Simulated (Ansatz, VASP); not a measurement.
## AlAs in VASP and in Ansatz

Contents of INCAR:

```
SYSTEM = AlAs
ALGO = Normal
EDIFF = 1E-8
ENCUT = 400
GGA = PS
GGA_COMPAT = .False.
ISIF = 2
ISMEAR = -1
LASPH = .True.
LCHARG = .False.
LEFG = .True.
LREAL = .False.
LWAVE = .False.
NBANDS = 11
NELM = 120
PREC = Accurate
SIGMA = 0.05
```

File KPOINTS:

```
k-points
0
Gamma
  10 10 10
  0 0 0
```

The input POSCAR:

```
AlAs
1.0
    0.0000000000      2.8676463766      2.8676463766
    2.8676463766      0.0000000000      2.8676463766
    2.8676463766      2.8676463766      0.0000000000
Al As
1 1
Direct
    0.0000000000      0.0000000000      0.0000000000
    0.7500000000      0.7500000000      0.7500000000
```

Input for Ansatz:

```yaml
crystal:
  lattice:
    - [0.0, 2.8676463766, 2.8676463766]
    - [2.8676463766, 0.0, 2.8676463766]
    - [2.8676463766, 2.8676463766, 0.0]
  atoms:
    - { symbol: Al, position: [0.0, 0.0, 0.0] }
    - { symbol: As, position: [0.75, 0.75, 0.75] }
kpoints:
  mp_grid: { grid: [10, 10, 10] }
scf:
  occupations: { method: fermi_dirac, width: 0.05 }
hamiltonian:
  xc: pbesol
  pseudopotentials: { kind: paw }
output:
  forces: true
  stress: true
  eigenvalues: true
  efg: { contact_densities: true }
```

Change from the starting cell: volume scaled by 1.04, PAW files.

Alike in both runs: task electric field gradients; functional PBEsol; k mesh 10 × 10 × 10; occupations fermi-dirac, width 0.05 eV; no spin polarisation.

```csv
,VASP,Ansatz
version,VASP 6.6.1,Ansatz 0.2.0
potentials or method,"VASP PAW PBE potentials, release 64 (Al, As)","PAW with Ansatz's default frozen-core files, scalar-relativistic"
plane-wave cutoff (eV),400,420
valence electrons in the cell,8,18
```

```tsv
	VASP	Ansatz	Ansatz less VASP
pressure (GPa)	-1.9	-2.1	-0.22
```

VASP's potentials were made for PBE, not for PBEsol. With one functional, cell and mesh, what is left measures potentials, basis and numerics. VASP's potentials hold 8 valence electrons a cell and Ansatz's 18, so a difference there can come from the potentials and not from the codes.
